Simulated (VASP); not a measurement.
Wanted: the native input for a VASP 6.6.1 run.

- Task: single point
- Functional: PBE
- Potentials or basis: VASP PAW PBE potentials, release 64 (Cd, Se)
- Cutoff: 500 eV
- k mesh: 4 × 4 × 4
- Occupations: gaussian, width 0.01 eV
- Spin: no spin polarisation
- Dipole correction: no
- Further INCAR settings: ALGO = Normal; EDIFF = 1e-06; NBANDS = 16

The structure of CdSe lies in POSCAR:

```
CdSe
1.0
    0.0000000000      2.9450697268      2.9450697268
    2.9450697268      0.0000000000      2.9450697268
    2.9450697268      2.9450697268      0.0000000000
Cd Se
1 1
Direct
    0.0000000000      0.0000000000      0.0000000000
    0.2500000000      0.2500000000      0.2500000000
```

This cell differs from its parent crystal: strain -4.0%.

These files were run (other wordings do the same):

INCAR

```
  ALGO = Normal
  EDIFF = 1E-6
  ENCUT = 500
  GGA = PE
  GGA_COMPAT = F
  ISIF = 2
  ISMEAR = 0
  LASPH = T
  LCHARG = T
  LELF = T
  LREAL = F
  LVHAR = T
  LWAVE = F
  NBANDS = 16
  NELM = 120
  PREC = Accurate
  SIGMA = 0.01
```

KPOINTS

```
k-points
0
Gamma
  4 4 4
```

Potentials or basis: VASP PAW PBE potentials, release 64 (Cd, Se).

Run with:

```sh
$ cat potpaw_PBE.64/Cd/POTCAR potpaw_PBE.64/Se/POTCAR > POTCAR
$ mpirun -np 1 vasp_std > vasp.out
```

Results of the run:

```json
{
  "Pressure": "10.5 GPa",
  "Band gap on the k mesh": "0.79 eV, direct"
}
```

Caveat: the k points lie up to 0.46 Å⁻¹ apart; the cell differs from its parent crystal (strain -4.0%).

It took 11 s on 1 thread of Intel(R) Xeon(R) Platinum 8488C (Sapphire Rapids), with other jobs on the host, peak memory 0.16 GiB.
